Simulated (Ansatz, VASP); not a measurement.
# One calculation of SiSn5, two programs

```
CELL_PARAMETERS angstrom
3.36710 0.00000 0.00000
-1.68355 2.91600 0.00000
0.00000 0.00000 15.84288
ATOMIC_POSITIONS crystal
Si 0.00000 0.00000 0.00000
Sn 0.66667 0.33333 0.85701
Sn 0.00000 0.00000 0.67611
Sn 0.66667 0.33333 0.50000
Sn 0.00000 0.00000 0.32389
Sn 0.66667 0.33333 0.14299
```

Change from the starting cell: species swapped into the Mg5Cd type (P-6m2, No. 187).

Alike in both runs: functional PBE; k mesh 12 × 12 × 4; occupations gaussian, width 0.1 eV; no spin polarisation.

Ansatz relaxed the structure, and its values are those at the end. VASP's run is a single point on that final structure, the one shown.

```csv
,VASP,Ansatz
version,VASP 6.6.1,Ansatz 0.2.0
potentials or method,"VASP PAW PBE potentials, release 64 (Si, Sn_d), cutoff 520 eV","scalar-relativistic, plane waves, PAW"
valence electrons in the cell,74,74
```

|  | VASP | Ansatz | Ansatz less VASP |
| --- | --- | --- | --- |
| gap on the k mesh at the Fermi level (eV) | none | none | - |
| pressure (GPa) | -0.1 | 0.0 | +0.05 |

A gap of «none» marks a metal or a gap that the smearing closes.
